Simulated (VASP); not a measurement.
BN: single point with r2SCAN

Crystal: BN.

```xyz
2
Lattice="0.0000 1.8674 1.8674 1.8674 0.0000 1.8674 1.8674 1.8674 0.0000" Properties=species:S:1:pos:R:3 pbc="T T T"
B     0.0000    0.0000    0.0000
N     2.8011    2.8011    2.8011
```

This cell differs from its parent crystal: strain +0.030 along x and y, +0.030 along z.

```json
{"Program": "VASP 6.6.1", "Task": "single point", "Functional": "r2SCAN", "Potentials or basis": "VASP PAW PBE potentials, release 64 (B, N)", "Cutoff": "520 eV", "k mesh": "12 × 12 × 12", "Occupations": "gaussian, width 0.05 eV", "Spin": "no spin polarisation", "Dipole correction": "no", "Further INCAR settings": "ALGO = Normal; EDIFF = 1e-06; NBANDS = 11"}
```

```json
{
 "Pressure": "-32.4 GPa",
 "Band gap on the k mesh": "4.85 eV, indirect (least direct gap 9.05 eV)"
}
```

Levels at points of the mesh, in eV from the valence-band top:
```
           k point  band 2  band 3  band 4  band 5  band 6  band 7
(0.00, 0.00, 0.00)    0.00    0.00    0.00    9.05    9.05    9.05
(0.50, 0.00, 0.00)  -10.20   -1.83   -1.83    9.49   10.91   10.91
(0.50, 0.50, 0.00)   -8.70   -4.62   -4.62    4.85    9.23   17.74
```

Run time: 76 s on 1 thread of AMD EPYC 7571, on a shared host, peak memory 0.09 GiB.

Caveat: the cell differs from its parent crystal (strain +0.030 along x and y, +0.030 along z); the PAW data sets were made with another functional, which shifts forces and pressure a little. A k mesh can miss the band edges.
